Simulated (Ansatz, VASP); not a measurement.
## ZnSe in VASP and in Ansatz

```
Zn Se
1.0
     0.00000    2.89430    2.89430
     2.89430    0.00000    2.89430
     2.89430    2.89430    0.00000
Zn Se
1 1
Direct
  0.00000 0.00000 0.00000
  0.25000 0.25000 0.25000
```

Alike in both runs: task single point; functional PBE; k mesh 8 × 8 × 8; occupations gaussian, width 0.02 eV; no spin polarisation.

|  | VASP | Ansatz |
| --- | --- | --- |
| version | VASP 6.6.1 | Ansatz 0.2.0 |
| potentials or method | VASP PAW PBE potentials, release 64 (Zn, Se), cutoff 500 eV | scalar-relativistic, plane waves, PAW |
| valence electrons in the cell | 18 | 28 |

```tsv
	VASP	Ansatz	Ansatz less VASP
gap on the k mesh at the Fermi level (eV)	1.04	1.04	0.000
least direct gap on the mesh (eV)	1.04	1.04	0.000
pressure (GPa)	-1.4	-1.5	-0.18
```

VASP's potentials hold 18 valence electrons a cell and Ansatz's 28, so a difference there can come from the potentials and not from the codes.
